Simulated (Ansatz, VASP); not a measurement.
## Mn in VASP and in Ansatz

INCAR

```
SYSTEM = Mn
ALGO = Fast
EDIFF = 1E-6
ENCUT = 520
GGA = PS
ISIF = 2
ISMEAR = 0
LASPH = .True.
LCHARG = .False.
LREAL = .False.
LWAVE = .False.
NBANDS = 20
NELM = 60
PREC = Accurate
SIGMA = 0.15
```

Contents of KPOINTS:

```
k-points
0
Gamma
  21 21 12
  0 0 0
```

The input POSCAR:

```
Mn
1.0
    2.4836457705      0.0000000000      0.0000000000
   -1.2418228852      2.1509003313      0.0000000000
    0.0000000000      0.0000000000      4.1469808500
Mn
2
Direct
    0.6666666667      0.3333333333      0.7500000000
    0.3333333333      0.6666666667      0.2500000000
```

Input for Ansatz:

```yaml
crystal:
  lattice:
    - [2.4836457705, 0.0, 0.0]
    - [-1.2418228852, 2.1509003313, 0.0]
    - [0.0, 0.0, 4.14698085]
  atoms:
    - { symbol: Mn, position: [0.6666666667, 0.3333333333, 0.75] }
    - { symbol: Mn, position: [0.3333333333, 0.6666666667, 0.25] }
basis:
  ecutwfc: 420
kpoints:
  mp_grid: { grid: [21, 21, 12] }
hamiltonian:
  xc: pbesol
scf:
  occupations: { method: gaussian, width: 0.15 }
output:
  forces: true
  stress: true
  eigenvalues: true
```

Change from the starting cell: strain +0.000 along x and y, +0.030 along z, atoms carried along.

Alike in both runs: task single point; functional PBEsol; k mesh 21 × 21 × 12; occupations gaussian, width 0.15 eV; no spin polarisation.

```csv
,VASP,Ansatz
version,VASP 6.6.1,Ansatz 0.2.0
potentials or method,"VASP PAW PBE potentials, release 64 (Mn_pv), cutoff 520 eV","scalar-relativistic, plane waves, PAW"
valence electrons in the cell,26,30
```

|  | VASP | Ansatz | Ansatz less VASP |
| --- | --- | --- | --- |
| gap on the k mesh at the Fermi level (eV) | none | none | - |
| pressure (GPa) | -18.6 | -18.5 | +0.12 |
| traceless stress, the component that is largest in VASP (GPa) | -6.83 | -6.84 | -0.010 |

VASP's potentials were made for PBE, not for PBEsol. A gap of «none» marks a metal or a gap that the smearing closes. The functional is the same, so the differences come from potentials, cutoffs and numerics. VASP's potentials hold 26 valence electrons a cell and Ansatz's 30, so a difference there can come from the potentials and not from the codes.
